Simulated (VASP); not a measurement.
# BP in VASP: single point with r2SCAN

Aim: the single point of BP with r2SCAN.

All numbers are computed with VASP 6.6.1; they aren't measurements. Logs are shortened: lines on timing, memory, paths and dates and some standing lists are left out, and cuts for length are marked.

### 1 The cell of the first run

The cell holds a slab with vacuum, 8 atoms: a = 3.208 Å, b = 3.208 Å, c = 24.939 Å, α = 90.00°, β = 90.00°, γ = 90.00°.

### 2 Single point, r2SCAN

Contents of POSCAR:

```
BP
1.0
    3.2078136921      0.0000000000      0.0000000000
    0.0000000000      3.2078136921      0.0000000000
    0.0000000000      0.0000000000     24.9389338506
P B
4 4
Direct
    0.0000000000      0.5000000000      0.3408325332
    0.5000000000      0.0000000000      0.4317853714
    0.0000000000      0.5000000000      0.5228145772
    0.5000000000      0.0000000000      0.6147518439
    0.5000000000      0.5000000000      0.3863089523
    0.0000000000      0.0000000000      0.4772617905
    0.5000000000      0.5000000000      0.5676034813
    0.0000000000      0.0000000000      0.6520714234
```

Contents of INCAR.step1:

```
SYSTEM = BP
  ALGO = Normal
  DIPOL = 0.5 0.5 0.499
  EDIFF = 1E-4
  ENCUT = 520
  GGA = PE
  IDIPOL = 3
  ISMEAR = 0
  LASPH = .True.
  LCHARG = .False.
  LDIPOL = .True.
  LREAL = .False.
  LWAVE = .True.
  NBANDS = 26
  NELM = 80
  PREC = Accurate
  SIGMA = 0.05
```

Contents of INCAR.step2:

```
SYSTEM = BP
  ALGO = Normal
  DIPOL = 0.5 0.5 0.499
  EDIFF = 1E-6
  ENCUT = 520
  IDIPOL = 3
  ISIF = 2
  ISMEAR = 0
  ISTART = 1
  LASPH = .True.
  LCHARG = .True.
  LDIPOL = .True.
  LELF = .True.
  LMIXTAU = .True.
  LREAL = .False.
  LVACPOTAV = .True.
  LVHAR = .True.
  LWAVE = .False.
  METAGGA = R2SCAN
  NBANDS = 26
  NELM = 80
  PREC = Accurate
  SIGMA = 0.05
```

Contents of KPOINTS:

```
k-points
0
Gamma
  8 8 1
  0 0 0
```

Potentials or basis: VASP PAW PBE potentials, release 64 (P, B).

Launch:

```bash
cat potpaw_PBE.64/P/POTCAR potpaw_PBE.64/B/POTCAR > POTCAR
cp INCAR.step1 INCAR
mpirun -np 1 vasp_std > vasp.out
cp INCAR.step2 INCAR
mpirun -np 1 vasp_std > vasp.out
```

OUTCAR:

```text
SYSTEM = BP
   EDIFF = 1E-6
   ENCUT = 520
   ISIF = 2
   ISMEAR = 0
   ISTART = 1
   LASPH = .True.
   LREAL = .False.
   METAGGA = R2SCAN
   NELM = 80
   PREC = Accurate

 ion  position               nearest neighbor table
   1  0.000  0.500  0.341-   5 1.96   5 1.96
   2  0.500  0.000  0.432-   5 1.96   5 1.96   6 1.96   6 1.96
   3  0.000  0.500  0.523-   7 1.95   7 1.95   6 1.97   6 1.97
   4  0.500  0.000  0.615-   8 1.85   8 1.85   7 1.99   7 1.99
   5  0.500  0.500  0.386-   1 1.96   2 1.96   2 1.96   1 1.96
   6  0.000  0.000  0.477-   2 1.96   2 1.96   3 1.97   3 1.97
   7  0.500  0.500  0.568-   3 1.95   3 1.95   4 1.99   4 1.99
   8  0.000  0.000  0.652-   4 1.85   4 1.85

  LATTYP: Found a simple tetragonal cell.
 ALAT       =     3.2078136921
 C/A-ratio  =     7.7744333818

  Lattice vectors:

 A1 = (   3.2078136921,   0.0000000000,   0.0000000000)
 A2 = (   0.0000000000,   3.2078136921,   0.0000000000)
 A3 = (   0.0000000000,   0.0000000000,  24.9389338506)

Analysis of symmetry for initial positions (statically):
=====================================================================
 Subroutine PRICEL returns:
 Original cell was already a primitive cell.

 Routine SETGRP: Setting up the symmetry group for a
 simple tetragonal supercell.

 Subroutine GETGRP returns: Found  4 space group operations
 (whereof  4 operations were pure point group operations)
 out of a pool of 16 trial point group operations.

The static configuration has the point symmetry C_2v.

Analysis of symmetry for dynamics (positions and initial velocities):
=====================================================================
 Subroutine PRICEL returns:
 Original cell was already a primitive cell.

 Routine SETGRP: Setting up the symmetry group for a
 simple tetragonal supercell.

 Subroutine GETGRP returns: Found  4 space group operations
 (whereof  4 operations were pure point group operations)
 out of a pool of 16 trial point group operations.

The dynamic configuration has the point symmetry C_2v.

 Subroutine INISYM returns: Found  4 space group operations
 (whereof  4 operations are pure point group operations),
 and found     1 'primitive' translations

----------------------------------------------------------------------------------------

                                     Primitive cell

  volume of cell :     256.6233

  direct lattice vectors                    reciprocal lattice vectors
     3.207813692  0.000000000  0.000000000     0.311738803  0.000000000  0.000000000
     0.000000000  3.207813692  0.000000000     0.000000000  0.311738803  0.000000000
     0.000000000  0.000000000 24.938933851     0.000000000  0.000000000  0.040097945

  length of vectors
     3.207813692  3.207813692 24.938933851     0.311738803  0.311738803  0.040097945

  position of ions in fractional coordinates (direct lattice)
     0.000000000  0.500000000  0.340832533
     0.500000000  0.000000000  0.431785371
     0.000000000  0.500000000  0.522814577
     0.500000000  0.000000000  0.614751844
     0.500000000  0.500000000  0.386308952
     0.000000000  0.000000000  0.477261791
     0.500000000  0.500000000  0.567603481
     0.000000000  0.000000000  0.652071423

  ion indices of the primitive-cell ions
   primitive index   ion index
                 1           1
                 2           2
                 3           3
                 4           4
                 5           5
                 6           6
                 7           7
                 8           8

----------------------------------------------------------------------------------------

 KPOINTS: k-points

Automatic generation of k-mesh.
 Grid dimensions read from file:
 generate k-points for:    8    8    1

 Generating k-lattice:

  Cartesian coordinates                     Fractional coordinates (reciprocal lattice)
     0.038967350  0.000000000  0.000000000     0.125000000  0.000000000  0.000000000
     0.000000000  0.038967350  0.000000000     0.000000000  0.125000000  0.000000000
     0.000000000  0.000000000  0.040097945     0.000000000  0.000000000  1.000000000

  Length of vectors
     0.038967350  0.038967350  0.040097945

  Shift w.r.t. Gamma in fractional coordinates (k-lattice)
     0.000000000  0.000000000  0.000000000

 Subroutine IBZKPT returns following result:
 ===========================================

 Found     25 irreducible k-points:

 Following reciprocal coordinates:
            Coordinates               Weight
  0.000000  0.000000  0.000000      1.000000
  0.125000  0.000000  0.000000      2.000000
  0.000000  0.125000  0.000000      2.000000
  0.250000  0.000000  0.000000      2.000000
  0.000000  0.250000  0.000000      2.000000
  0.375000  0.000000  0.000000      2.000000
[... 16 lines left out ...]
  0.500000  0.375000  0.000000      2.000000
 -0.375000  0.500000  0.000000      2.000000
   k-points           NKPTS =     25   k-points in BZ     NKDIM =     25   number of bands    NBANDS=     26
   number of dos      NEDOS =    301   number of ions     NIONS =      8
   total plane-waves  NPLWV = 110592
   dimension x,y,z NGX =    24 NGY =   24 NGZ =  192
   dimension x,y,z NGXF=    48 NGYF=   48 NGZF=  384
   ions per type =               4   4
   NGX,Y,Z   is equivalent  to a cutoff of  12.44, 12.44, 12.80 a.u.
   NGXF,Y,Z  is equivalent  to a cutoff of  24.88, 24.88, 25.60 a.u.
 SYSTEM =  BP
   PREC   = accura    normal or accurate (medium, high low for compatibility)
   ISTART =      1    job   : 0-new  1-cont  2-samecut
   ICHARG =      0    charge: 1-file 2-atom 10-const
   ISPIN  =      1    spin polarized calculation?
   LNONCOLLINEAR =      F non collinear calculations
   LSORBIT =      F    spin-orbit coupling
   LASPH  =      T    aspherical Exc in radial PAW
   ENCUT  =  520.0 eV  38.22 Ry    6.18 a.u.   5.96  5.96 46.37*2*pi/ulx,y,z
   NELM   =     80;   NELMIN=  2; NELMDL=  0     # of ELM steps
   EDIFF  = 0.1E-05   stopping-criterion for ELM
   LREAL  =      F    real-space projection
   EDIFFG = 0.1E-04   stopping-criterion for IOM
   NSW    =      0    number of steps for IOM
   IBRION =     -1    ionic relax: 0-MD 1-quasi-New 2-CG
   NFREE  =      0    steps in history (QN), initial steepest desc. (CG)
   ISIF   =      2    stress and relaxation
   ISYM   =      2    0-nonsym 1-usesym 2-fastsym
   POTIM  = 0.5000    time-step for ionic-motion
   TEBEG  =    0.0;   TEEND  =   0.0 temperature during run
   PSTRESS=    0.0 pullay stress
   NELECT =      32.0000    total number of electrons
   NUPDOWN=      -1.0000    fix difference up-down
   EMIN   =  10.00;   EMAX   =-10.00  energy-range for DOS
   EFERMI =   0.00;   METHOD = LEGACY
   ISMEAR =     0;   SIGMA  =   0.05  broadening in eV -4-tet -1-fermi 0-gaus
   EFERMI_NEDOS =   21; number of points for ismear=-14 and -15
   IALGO  =     38    algorithm
   IMIX   =      4    mixing-type and parameters
     AMIX     =   0.40;   BMIX     =  1.00
     AMIX_MAG =   1.60;   BMIX_MAG =  1.00
  volume/ion in A,a.u.               =      32.08       216.47
  Fermi-wavevector in a.u.,A,eV,Ry     =   0.817886  1.545580  9.101447  0.668938
  Thomas-Fermi vector in A             =   1.928414
   LORBIT       =      0    0 simple, 1 ext, 2 COOP (PROOUT), +10 PAW based schemes
   METAGGA = R2SCAN    functional components
   LHFCALC =     F    Hartree Fock is set to
   AEXX    =    0.0000 exact exchange contribution
   IVDW    =     0    specifies the selected vdW correction
   LEPSILON=     F    determine dielectric tensor
   LRPA    =     F    only Hartree local field effects (RPA)
 non-spin polarized calculation
 Gauss-broadening in eV      SIGMA  =   0.05
  energy-cutoff  :      520.00
  volume of cell :      256.62
 maximum number of plane-waves:      6968
   NGX = 11   NGY = 11   NGZ = 93

 number of electron      31.9999996 magnetization

 dipolmoment           0.000000      0.000000     -0.053765 electrons x Angstroem

 Free energy of the ion-electron system (eV)
  ---------------------------------------------------
  ext. energy  EPLUGINS =         0.00000000
  ---------------------------------------------------
  free energy    TOTEN  =       -64.10045001 eV

  energy without entropy =      -64.09407738  energy(sigma->0) =      -64.09726369

 E-fermi :  -1.0920     XC(G=0):  -4.8797

 val. band max:       -1.1078703295   @ k =   0.0000   0.1250   0.0000
 cond. band min:      -1.0764378527   @ k =  -0.1250   0.5000   0.0000
 fundamental gap:      0.0314324767
 Fermi energy:        -1.0919638625

 k-point     1 :       0.0000    0.0000    0.0000
  band No.  band energies     occupation
      1     -17.2115      2.00000
      2     -16.0772      2.00000
      3     -14.5135      2.00000
      4     -12.3212      2.00000
      5      -9.1622      2.00000
      6      -6.4539      2.00000
[... 18 lines left out ...]
     25       4.2273      0.00000
     26       4.5231      0.00000

 k-point     2 :       0.1250    0.0000    0.0000
  band No.  band energies     occupation
      1     -17.0177      2.00000
      2     -15.8920      2.00000
      3     -14.3475      2.00000
      4     -12.1537      2.00000
      5      -9.2008      2.00000
      6      -7.0530      2.00000
[... 18 lines left out ...]
     25       4.6735      0.00000
     26       4.9871      0.00000

 k-point     3 :       0.0000    0.1250    0.0000
  band No.  band energies     occupation
      1     -17.0199      2.00000
      2     -15.8967      2.00000
      3     -14.3616      2.00000
      4     -12.2491      2.00000
      5      -9.0749      2.00000
      6      -6.9363      2.00000
[... 18 lines left out ...]
     25       4.6567      0.00000
     26       4.8604      0.00000

 k-point     4 :       0.2500    0.0000    0.0000
  band No.  band energies     occupation
      1     -16.4461      2.00000
      2     -15.3564      2.00000
      3     -13.9079      2.00000
      4     -11.7328      2.00000
      5      -9.7278      2.00000
      6      -8.6216      2.00000
[... 18 lines left out ...]
     25       5.2525      0.00000
     26       5.5345      0.00000

 k-point     5 :       0.0000    0.2500    0.0000
  band No.  band energies     occupation
      1     -16.4558      2.00000
      2     -15.3769      2.00000
      3     -13.9679      2.00000
      4     -12.1849      2.00000
      5      -9.0878      2.00000
      6      -8.3108      2.00000
[... 18 lines left out ...]
     25       5.4109      0.00000
     26       5.4184      0.00000

 k-point     6 :       0.3750    0.0000    0.0000
  band No.  band energies     occupation
      1     -15.5403      2.00000
      2     -14.5824      2.00000
      3     -13.5870      2.00000
      4     -11.5713      2.00000
      5     -10.5035      2.00000
      6      -9.7704      2.00000
[... 427 lines left out ...]
 k-point    21 :      -0.2500    0.5000    0.0000
  band No.  band energies     occupation
      1     -13.9188      2.00000
      2     -13.6946      2.00000
      3     -13.2197      2.00000
      4     -11.9916      2.00000
      5      -9.5894      2.00000
      6      -9.3659      2.00000
[... 18 lines left out ...]
     25       6.8623      0.00000
     26       7.0279      0.00000

 k-point    22 :       0.3750    0.3750    0.0000
  band No.  band energies     occupation
      1     -13.9539      2.00000
      2     -13.1707      2.00000
      3     -12.4522      2.00000
      4     -10.9402      2.00000
      5      -9.9428      2.00000
      6      -9.2403      2.00000
[... 18 lines left out ...]
     25       5.4252      0.00000
     26       6.2927      0.00000

 k-point    23 :       0.5000    0.3750    0.0000
  band No.  band energies     occupation
      1     -13.1503      2.00000
      2     -12.8510      2.00000
      3     -12.3708      2.00000
      4     -10.5258      2.00000
      5      -9.8575      2.00000
      6      -9.8451      2.00000
[... 18 lines left out ...]
     25       5.7845      0.00000
     26       6.1649      0.00000

 k-point    24 :      -0.3750    0.5000    0.0000
  band No.  band energies     occupation
      1     -13.1643      2.00000
      2     -12.8840      2.00000
      3     -12.4240      2.00000
      4     -11.0850      2.00000
      5      -9.7306      2.00000
      6      -9.4987      2.00000
[... 18 lines left out ...]
     25       5.5082      0.00000
     26       5.7590      0.00000

 [... further k-points ...]
[... 5 lines left out ...]
  --------------------------------------------------------------------------------------
  -------------------------------------------------------------------------------------
  Total        0.1346247     -5.4869981     -0.2571731      0.0000000      0.0000000      0.0000000
  in kB        0.8405028    -34.2569928     -1.6056094      0.0000000      0.0000000      0.0000000
  external PRESSURE =     -11.6740331 kB  Pullay stress =       0.0000000 kB

 VOLUME and BASIS-vectors are now :
 -----------------------------------------------------------------------------
  energy-cutoff  :      520.00
  volume of cell :      256.62
      direct lattice vectors                 reciprocal lattice vectors
     3.207813692  0.000000000  0.000000000     0.311738803  0.000000000  0.000000000
     0.000000000  3.207813692  0.000000000     0.000000000  0.311738803  0.000000000
     0.000000000  0.000000000 24.938933851     0.000000000  0.000000000  0.040097945

 POSITION                                       TOTAL-FORCE (eV/Angst)
 -----------------------------------------------------------------------------------
      0.00000      1.60391      8.50000         0.000000      0.000000     -0.028851
      1.60391      0.00000     10.76827         0.000000      0.000000      0.104800
      0.00000      1.60391     13.03844         0.000000      0.000000      0.001286
      1.60391      0.00000     15.33126         0.000000      0.000000      0.010280
      1.60391      1.60391      9.63413         0.000000      0.000000      0.029407
      0.00000      0.00000     11.90240         0.000000      0.000000     -0.082422
      1.60391      1.60391     14.15543         0.000000      0.000000      0.001724
      0.00000      0.00000     16.26197         0.000000      0.000000     -0.036224
 -----------------------------------------------------------------------------------
    total drift:                                0.000000     -0.000000      0.000761

  FREE ENERGIE OF THE ION-ELECTRON SYSTEM (eV)
  ---------------------------------------------------
  free  energy   TOTEN  =       -64.1004500076 eV

  energy  without entropy=      -64.0940773776  energy(sigma->0) =      -64.09726369

 vacuum level on the upper side and lower side of the slab         4.409         5.354
```

It took 11 min on 1 thread of Intel Xeon Platinum 8375C at 2.90GHz (Ice Lake), shared host; peak memory 0.43 GiB.

What came out:

```
Free energy            : -64.1005 eV
Largest force          : 0.105 eV/Å
Band gap on the k mesh : zero (band 16 reaches -0.87 eV, above the bottom of band 17 at -1.93 eV)
```

Forces on the atoms (eV/Å):
```
P    0.000  0.000 -0.029
P    0.000  0.000  0.105
P    0.000  0.000  0.001
P    0.000  0.000  0.010
B    0.000  0.000  0.029
B    0.000  0.000 -0.082
B    0.000  0.000  0.002
B    0.000  0.000 -0.036
```

Caveat: the PAW data sets were made with another functional, which shifts forces and pressure a little.
